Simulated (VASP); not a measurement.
# Ga2Ge2O3 (I2_13) in VASP: relaxation of cell and atoms with PBE

Aim: the relaxation of cell and atoms of Ga2Ge2O3 with PBE.

Program: VASP 6.6.1. These are calculated values, not measurements. Logs are shortened: lines on timing, memory, paths and dates and some standing lists are left out, and cuts for length are marked.

## Step 1: The cell of the first run

Symmetry: I2_13, No. 199, cubic system. The conventional cell has a = 7.320 Å, b = 7.320 Å, c = 7.320 Å, α = 90.00°, β = 90.00°, γ = 90.00°. Within 3.4 Å of Ga (site symmetry 3) lie 6 O at 2.34 to 2.61 Å and 8 Ge at 3.04 to 3.30 Å and 3 Ga at 3.31 Å. Within 2.6 Å of Ge (site symmetry 3) lie 3 O at 1.95 Å. O (site symmetry 2) has 2 Ge at 1.95 Å and 4 Ga at 2.34 to 2.61 Å and 4 O at 2.59 Å within 2.7 Å.

## Step 2: Relaxation of cell and atoms, PBE

INCAR

```
SYSTEM = Ga2Ge2O3
PREC     = Accurate       ! precision mode
ENCUT    = 800            ! plane-wave cutoff, eV
EDIFF    = 1E-7           ! SCF threshold, eV
ISMEAR   = 0              ! smearing method
SIGMA    = 0.15           ! smearing width, eV
LREAL    = .FALSE.        ! projectors in reciprocal space
LASPH    = .TRUE.         ! aspherical terms in the spheres
NELM     = 300            ! most SCF steps
ALGO     = All            ! electronic algorithm
ISIF     = 3              ! what is computed and relaxed
LWAVE    = .FALSE.        ! write WAVECAR
LCHARG   = .FALSE.        ! write CHGCAR
GGA      = PE             ! functional
IBRION   = 2              ! ionic algorithm
NSW      = 36             ! ionic steps
EDIFFG   = -0.08          ! ionic threshold
GGA_COMPAT= .FALSE.      
NELMIN   = 4            
ISEARCH  = 1            
KPAR     = 4
```

KPOINTS

```
regular mesh
0
G
  3 3 3
  0 0 0
```

POSCAR

```
Ga2Ge2O3
1.0
   -3.6600000000      3.6600000000      3.6600000000
    3.6600000000     -3.6600000000      3.6600000000
    3.6600000000      3.6600000000     -3.6600000000
Ga Ge O
4 4 6
Direct
    0.5000000000      0.0000000000      0.0500000000
    0.0500000000      0.5000000000      0.0000000000
    0.0000000000      0.0500000000      0.5000000000
    0.4500000000      0.4500000000      0.4500000000
    0.9700000000      0.9700000000      0.9700000000
    0.0000000000      0.5300000000      0.5000000000
    0.5000000000      0.0000000000      0.5300000000
    0.5300000000      0.5000000000      0.0000000000
    0.2500000000      0.0000000000      0.2500000000
    0.2500000000      0.5000000000      0.7500000000
    0.7500000000      0.2500000000      0.5000000000
    0.2500000000      0.2500000000      0.0000000000
    0.5000000000      0.7500000000      0.2500000000
    0.0000000000      0.2500000000      0.2500000000
```

Potentials or basis: VASP PAW PBE potentials, release 64 (Ga_d, Ge_d, O).

On the command line:

```sh
$ cat potpaw_PBE.64/Ga_d/POTCAR potpaw_PBE.64/Ge_d/POTCAR potpaw_PBE.64/O/POTCAR > POTCAR
$ mpirun -np 4 vasp_std > vasp.out
```

OUTCAR:

```text
SYSTEM = Ga2Ge2O3
   PREC = Accurate
   ENCUT = 800
   EDIFF = 1E-7
   ISMEAR = 0
   LREAL = .FALSE.
   LASPH = .TRUE.
   NELM = 300
   ISIF = 3
   GGA = PE
   IBRION = 2
   NSW = 36
   EDIFFG = -0.08
   NELMIN = 4

 ion  position               nearest neighbor table
   1  0.500  0.000  0.050-   9 2.34  11 2.34  13 2.34
   2  0.050  0.500  0.000-  10 2.34  12 2.34  13 2.34
   3  0.000  0.050  0.500-  10 2.34  11 2.34  14 2.34
   4  0.450  0.450  0.450-   9 2.34  12 2.34  14 2.34
   5  0.970  0.970  0.970-   9 1.95  12 1.95  14 1.95
   6  0.000  0.530  0.500-  10 1.95  11 1.95  14 1.95
   7  0.500  0.000  0.530-   9 1.95  11 1.95  13 1.95
   8  0.530  0.500  0.000-  10 1.95  12 1.95  13 1.95
   9  0.250  0.000  0.250-   5 1.95   7 1.95   1 2.34   4 2.34
  10  0.250  0.500  0.750-   6 1.95   8 1.95   2 2.34   3 2.34
  11  0.750  0.250  0.500-   6 1.95   7 1.95   1 2.34   3 2.34
  12  0.250  0.250  0.000-   5 1.95   8 1.95   2 2.34   4 2.34
  13  0.500  0.750  0.250-   7 1.95   8 1.95   1 2.34   2 2.34
  14  0.000  0.250  0.250-   5 1.95   6 1.95   3 2.34   4 2.34

  LATTYP: Found a body centered cubic cell.
 ALAT       =     7.3200000000

  Lattice vectors:

 A1 = (  -3.6600000000,   3.6600000000,   3.6600000000)
 A2 = (   3.6600000000,  -3.6600000000,   3.6600000000)
 A3 = (   3.6600000000,   3.6600000000,  -3.6600000000)

Analysis of symmetry for initial positions (statically):
=====================================================================
 Subroutine PRICEL returns:
 Original cell was already a primitive cell.

 Routine SETGRP: Setting up the symmetry group for a
 body centered cubic supercell.

 Subroutine GETGRP returns: Found 12 space group operations
 (whereof  3 operations were pure point group operations)
 out of a pool of 48 trial point group operations.

The static configuration has the point symmetry C_3 .
 The point group associated with its full space group is T   .

Analysis of symmetry for dynamics (positions and initial velocities):
=====================================================================
 Subroutine PRICEL returns:
 Original cell was already a primitive cell.

 Routine SETGRP: Setting up the symmetry group for a
 body centered cubic supercell.

 Subroutine GETGRP returns: Found 12 space group operations
 (whereof  3 operations were pure point group operations)
 out of a pool of 48 trial point group operations.

The dynamic configuration has the point symmetry C_3 .
 The point group associated with its full space group is T   .

 Subroutine INISYM returns: Found 12 space group operations
 (whereof  3 operations are pure point group operations),
 and found     1 'primitive' translations

----------------------------------------------------------------------------------------

                                     Primitive cell

  volume of cell :     196.1116

  direct lattice vectors                    reciprocal lattice vectors
    -3.660000000  3.660000000  3.660000000     0.000000000  0.136612022  0.136612022
     3.660000000 -3.660000000  3.660000000     0.136612022  0.000000000  0.136612022
     3.660000000  3.660000000 -3.660000000     0.136612022  0.136612022  0.000000000

  length of vectors
     6.339305956  6.339305956  6.339305956     0.193198574  0.193198574  0.193198574

  position of ions in fractional coordinates (direct lattice)
     0.500000000  0.000000000  0.050000000
     0.050000000  0.500000000  0.000000000
     0.000000000  0.050000000  0.500000000
     0.450000000  0.450000000  0.450000000
     0.970000000  0.970000000  0.970000000
     0.000000000  0.530000000  0.500000000
     0.500000000  0.000000000  0.530000000
     0.530000000  0.500000000  0.000000000
     0.250000000  0.000000000  0.250000000
     0.250000000  0.500000000  0.750000000
     0.750000000  0.250000000  0.500000000
     0.250000000  0.250000000  0.000000000
     0.500000000  0.750000000  0.250000000
     0.000000000  0.250000000  0.250000000

  ion indices of the primitive-cell ions
   primitive index   ion index
                 1           1
                 2           2
                 3           3
                 4           4
                 5           5
                 6           6
                 7           7
                 8           8
                 9           9
                10          10
                11          11
                12          12
                13          13
                14          14

----------------------------------------------------------------------------------------

 KPOINTS: regular mesh

Automatic generation of k-mesh.
 Grid dimensions read from file:
 generate k-points for:    3    3    3

 Generating k-lattice:

  Cartesian coordinates                     Fractional coordinates (reciprocal lattice)
     0.000000000  0.045537341  0.045537341     0.333333333  0.000000000  0.000000000
     0.045537341  0.000000000  0.045537341     0.000000000  0.333333333  0.000000000
     0.045537341  0.045537341  0.000000000     0.000000000  0.000000000  0.333333333

  Length of vectors
     0.064399525  0.064399525  0.064399525

  Shift w.r.t. Gamma in fractional coordinates (k-lattice)
     0.000000000  0.000000000  0.000000000

 Subroutine IBZKPT returns following result:
 ===========================================

 Found      4 irreducible k-points:

 Following reciprocal coordinates:
            Coordinates               Weight
  0.000000  0.000000  0.000000      1.000000
  0.333333  0.000000  0.000000     12.000000
  0.333333  0.333333  0.000000      8.000000
 -0.333333  0.333333  0.333333      6.000000
   k-points           NKPTS =      4   k-points in BZ     NKDIM =      4   number of bands    NBANDS=     86
   number of dos      NEDOS =    301   number of ions     NIONS =     14
   total plane-waves  NPLWV = 216000
   dimension x,y,z NGX =    60 NGY =   60 NGZ =   60
   dimension x,y,z NGXF=   120 NGYF=  120 NGZF=  120
   ions per type =               4   4   6
   NGX,Y,Z   is equivalent  to a cutoff of  15.73, 15.73, 15.73 a.u.
   NGXF,Y,Z  is equivalent  to a cutoff of  31.47, 31.47, 31.47 a.u.
 SYSTEM =  Ga2Ge2O3
   PREC   = accura    normal or accurate (medium, high low for compatibility)
   ISTART =      0    job   : 0-new  1-cont  2-samecut
   ICHARG =      2    charge: 1-file 2-atom 10-const
   ISPIN  =      1    spin polarized calculation?
   LNONCOLLINEAR =      F non collinear calculations
   LSORBIT =      F    spin-orbit coupling
   LASPH  =      T    aspherical Exc in radial PAW
   ENCUT  =  800.0 eV  58.80 Ry    7.67 a.u.  14.62 14.62 14.62*2*pi/ulx,y,z
   NELM   =    300;   NELMIN=  4; NELMDL= -5     # of ELM steps
   EDIFF  = 0.1E-06   stopping-criterion for ELM
   LREAL  =      F    real-space projection
   EDIFFG = -.8E-01   stopping-criterion for IOM
   NSW    =     36    number of steps for IOM
   IBRION =      2    ionic relax: 0-MD 1-quasi-New 2-CG
   NFREE  =      1    steps in history (QN), initial steepest desc. (CG)
   ISIF   =      3    stress and relaxation
   ISYM   =      2    0-nonsym 1-usesym 2-fastsym
   POTIM  = 0.5000    time-step for ionic-motion
   TEBEG  =    0.0;   TEEND  =   0.0 temperature during run
   PSTRESS=    0.0 pullay stress
   NELECT =     144.0000    total number of electrons
   NUPDOWN=      -1.0000    fix difference up-down
   EMIN   =  10.00;   EMAX   =-10.00  energy-range for DOS
   EFERMI =   0.00;   METHOD = LEGACY
   ISMEAR =     0;   SIGMA  =   0.15  broadening in eV -4-tet -1-fermi 0-gaus
   EFERMI_NEDOS =   21; number of points for ismear=-14 and -15
   IALGO  =     58    algorithm
   IMIX   =      4    mixing-type and parameters
     AMIX     =   0.40;   BMIX     =  1.00
     AMIX_MAG =   1.60;   BMIX_MAG =  1.00
  volume/ion in A,a.u.               =      14.01        94.53
  Fermi-wavevector in a.u.,A,eV,Ry     =   1.476935  2.791002 29.678873  2.181336
  Thomas-Fermi vector in A             =   2.591400
   LORBIT       =      0    0 simple, 1 ext, 2 COOP (PROOUT), +10 PAW based schemes
   GGA     = PE    functional components
   LHFCALC =     F    Hartree Fock is set to
   AEXX    =    0.0000 exact exchange contribution
   IVDW    =     0    specifies the selected vdW correction
   LEPSILON=     F    determine dielectric tensor
   LRPA    =     F    only Hartree local field effects (RPA)
 conjugate gradient relaxation of ions
 non-spin polarized calculation
 Gauss-broadening in eV      SIGMA  =   0.15
  energy-cutoff  :      800.00
  volume of cell :      196.11
 maximum number of plane-waves:     10114
 NGX is ok and might be reduce to    60
   NGX = 29   NGY = 29   NGZ = 29

--------------------------------------- Ionic step        1  -------------------------------------------

 number of electron     143.9999978 magnetization

 Free energy of the ion-electron system (eV)
  ---------------------------------------------------
  ext. energy  EPLUGINS =         0.00000000
  ---------------------------------------------------
  free energy    TOTEN  =       -68.50840484 eV

  energy without entropy =      -68.50581289  energy(sigma->0) =      -68.50710887

------------------------ aborting loop because EDIFF is reached ----------------------------------------

  FORCE on cell =-STRESS in cart. coord.  units (eV):
  Direction    XX          YY          ZZ          XY          YZ          ZX
  --------------------------------------------------------------------------------------
  -------------------------------------------------------------------------------------
  Total       14.0449478     14.0449478     14.0449478     -0.0000000      0.0000000     -0.0000000
  in kB      114.7433340    114.7433340    114.7433340     -0.0000000      0.0000000     -0.0000000
  external PRESSURE =     114.7433340 kB  Pullay stress =       0.0000000 kB
[... 839 lines left out ...]
     83       8.3891      0.00000
     84       8.5481      0.00000
 [bands above 84 left out]

[... ionic steps 4 to 24 ...]

--------------------------------------- Ionic step       25  -------------------------------------------

 number of electron     143.9999970 magnetization

------------------------ aborting loop because EDIFF is reached ----------------------------------------

  FORCE on cell =-STRESS in cart. coord.  units (eV):
  Direction    XX          YY          ZZ          XY          YZ          ZX
  --------------------------------------------------------------------------------------
  -------------------------------------------------------------------------------------
  Total       -0.0653526     -0.0653526     -0.0653526      0.0000000      0.0000000      0.0000000
  in kB       -0.3311703     -0.3311703     -0.3311703      0.0000000      0.0000000      0.0000000
  external PRESSURE =      -0.3311703 kB  Pullay stress =       0.0000000 kB
[... 81 lines left out ...]
  energy  without entropy=      -72.1958207353  energy(sigma->0) =      -72.19582074

--------------------------------------- Ionic step       27  -------------------------------------------

 number of electron     144.0000031 magnetization

 Free energy of the ion-electron system (eV)
  ---------------------------------------------------
  ext. energy  EPLUGINS =         0.00000000
  ---------------------------------------------------
  free energy    TOTEN  =       -72.20238817 eV

  energy without entropy =      -72.20238817  energy(sigma->0) =      -72.20238817

 E-fermi :   1.8707     XC(G=0):  -8.3092

 val. band max:        1.2005005128   @ k =  -0.3333   0.3333   0.3333
 cond. band min:       3.1728630758   @ k =   0.0000   0.0000   0.0000
 fundamental gap:      1.9723625630
 Fermi energy:         1.8706553857

 k-point     1 :       0.0000    0.0000    0.0000
  band No.  band energies     occupation
      1     -22.8467      2.00000
      2     -22.8467      2.00000
      3     -22.8154      2.00000
      4     -22.8154      2.00000
      5     -22.8154      2.00000
      6     -22.7592      2.00000
[... 379 lines left out ...]
  FREE ENERGIE OF THE ION-ELECTRON SYSTEM (eV)
  ---------------------------------------------------
  free  energy   TOTEN  =       -72.2023881724 eV

  energy  without entropy=      -72.2023881723  energy(sigma->0) =      -72.20238817

 reached required accuracy - stopping structural energy minimisation
```

Run time: 39 min. Hardware: 4 MPI ranks of AMD EPYC 7R43 (Zen 3), shared host; peak memory 0.65 GiB.

What came out:

```yaml
Free_energy: -72.2024 eV
Relaxed_volume: 22.67 Å³/atom
Relaxed_cell: a = 7.443 Å, b = 7.443 Å, c = 7.443 Å, α = 109.47°, β = 109.47°, γ = 109.47°
Space_group_after_relaxing_to_0.1_Å: I2_13 (No. 199)
Energy_gained_by_relaxing: 263.9 meV/atom
Ionic_steps: 27
Pressure_after_relaxing: -0.2 GPa
Largest_force_after_relaxing: 0.045 eV/Å
Band_gap_on_the_k_mesh: 1.97 eV (least direct gap 2.27 eV)
```

Forces in eV/Å, atoms in the order of the input:
```
Ga   0.017  0.017 -0.017
Ga  -0.017  0.017  0.017
Ga   0.017 -0.017  0.017
Ga  -0.017 -0.017 -0.017
Ge  -0.026 -0.026 -0.026
Ge   0.026 -0.026  0.026
Ge   0.026  0.026 -0.026
Ge  -0.026  0.026  0.026
O    0.000  0.000 -0.045
O    0.000  0.000  0.045
O    0.045  0.000  0.000
O   -0.045  0.000  0.000
O    0.000  0.045  0.000
O    0.000 -0.045  0.000
```

Step by step:
```
step  energy change (eV)  largest force (eV/Å)  pressure (GPa)  volume (Å³)
   1              0.0000                0.4363           11.47       196.11
   2             -0.9402                2.1899           -1.29       225.99
   3             -0.9415                2.1264           -0.86       224.57
   4             -1.6796                1.2411           -0.19       236.25
   5             -2.0023                0.2923            0.83       248.36
   6             -2.0120                0.3529            1.09       251.10
   7             -2.0828                0.3444           -0.54       260.04
   8             -2.0904                0.3464           -1.15       263.85
   9             -2.1599                0.3396           -0.75       265.61
  10             -2.2530                0.5183            0.41       270.45
  11             -2.3197                0.2963           -0.30       273.84
  12             -2.3635                0.3606           -1.43       279.52
  13             -2.4083                0.4055           -1.14       279.27
  14             -2.5142                0.5289           -0.30       278.51
  15             -2.6618                0.6911            1.04       276.99
  16             -2.8501                0.9978            1.65       273.96
  17             -2.9348                1.0237            1.62       275.43
  18             -3.1017                1.1226            1.25       279.85
  19             -3.1093                1.1659            0.99       281.75
  20             -3.2450                0.8820            1.32       284.73
  21             -3.4782                0.6798            2.32       293.80
  22             -3.4940                0.8097            2.68       297.12
  23             -3.6394                0.4143            0.75       309.33
  24             -3.6597                0.2400           -0.19       316.32
  25             -3.6748                0.1857           -0.03       316.17
  26             -3.6874                0.2224            0.32       315.86
  27             -3.6940                0.0452           -0.19       317.45
```

Final structure:
```
CELL_PARAMETERS angstrom
-4.29739 4.29739 4.29739
4.29739 -4.29739 4.29739
4.29739 4.29739 -4.29739
ATOMIC_POSITIONS crystal
Ga 0.50000 0.00000 0.99076
Ga 0.99076 0.50000 0.00000
Ga 0.00000 0.99076 0.50000
Ga 0.50924 0.50924 0.50924
Ge 0.11850 0.11850 0.11850
Ge 0.00000 0.38150 0.50000
Ge 0.50000 0.00000 0.38150
Ge 0.38150 0.50000 0.00000
O 0.41872 0.16872 0.25000
O 0.08128 0.33128 0.75000
O 0.75000 0.08128 0.33128
O 0.25000 0.41872 0.16872
O 0.33128 0.75000 0.08128
O 0.16872 0.25000 0.41872
```

Caveat: the volume moved by over 15 % at a fixed basis, so the end points are rough; an odd mesh through Γ misses points on the zone boundary, where band edges can lie; the relaxation stopped at a loose force limit of 0.08 eV/Å, so its end isn't a converged minimum.
